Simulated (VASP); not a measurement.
Here is a VASP 6.6.1 calculation.

File POSCAR:

```
Pb
1.0
    0.0000000000      2.3537226292      2.3537226292
    2.3537226292      0.0000000000      2.3537226292
    2.3537226292      2.3537226292      0.0000000000
Pb
1
Direct
    0.0000000000      0.0000000000      0.0000000000
```

The input INCAR.step1:

```
SYSTEM = Pb
PREC = Accurate
ENCUT = 520
ISMEAR = 0
SIGMA = 0.05
LREAL = .FALSE.
LASPH = .TRUE.
NELM = 80
NBANDS = 13
GGA = PE
ALGO = Normal
EDIFF = 1E-4
LWAVE = .TRUE.
LCHARG = .FALSE.
```

Contents of INCAR.step2:

```
SYSTEM = Pb
PREC = Accurate
ENCUT = 520
EDIFF = 1E-6
ISMEAR = 0
SIGMA = 0.05
LREAL = .FALSE.
LASPH = .TRUE.
NELM = 80
ALGO = Normal
ISIF = 2
LWAVE = .FALSE.
LCHARG = .FALSE.
METAGGA = R2SCAN
LMIXTAU = .TRUE.
NBANDS = 13
ISTART = 1
```

The input KPOINTS:

```
Automatic mesh
0
G
  16 16 16
  0 0 0
```

Potentials or basis: VASP PAW PBE potentials, release 64 (Pb_d).

Command:

```console
$ cat potpaw_PBE.64/Pb_d/POTCAR > POTCAR
$ cp INCAR.step1 INCAR
$ mpirun -np 1 vasp_std > vasp.out
$ cp INCAR.step2 INCAR
$ mpirun -np 1 vasp_std > vasp.out
```

(1) Estimate the pressure.

(2) What does it give for the band gap on the k mesh?

## Answers

(1) 12.2 GPa.

(2) zero (band 7 reaches 18.10 eV, above the bottom of band 8 at 7.01 eV).

Caveat: the PAW data sets were made with another functional, which shifts forces and pressure a little; spin-orbit coupling is left out, which moves the levels of the heavy elements.
